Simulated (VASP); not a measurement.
# ZnS: vibrations by perturbation theory with LDA

The system is ZnS.

```xyz
2
Lattice="2.6287 2.6287 0.0000 -2.6287 2.6287 0.0000 0.0000 2.6287 2.6287" Properties=species:S:1:pos:R:3 pbc="T T T"
Zn    1.3144    3.9431    1.3144
S     0.0000    0.0000    0.0000
```

```
Program                : VASP 6.6.1
Task                   : vibrations by perturbation theory
Functional             : LDA
Potentials or basis    : VASP PAW LDA potentials, release 64 (Zn, S)
Cutoff                 : 520 eV
k mesh                 : 8 × 8 × 8
Occupations            : gaussian, width 0.01 eV
Spin                   : no spin polarisation
Dipole correction      : no
Further INCAR settings : ALGO = Normal; EDIFF = 1e-08; IBRION = 8; NSW = 1
```

| Property | Result |
| --- | --- |
| Highest phonon frequency at Γ, LO-TO splitting left out | 303 cm⁻¹ |

Phonon frequencies in cm⁻¹ (negative: imaginary):
```csv
q point,frequencies
"(0.000, 0.000, 0.000)",0 0 0 303 303 303
```

Wall time 93 s on 1 thread of Intel(R) Xeon(R) Platinum 8559C (Emerald Rapids), with other jobs on the host, peak memory 0.23 GiB.

Caveat: the cell wasn't relaxed at this level first, which shifts response properties.
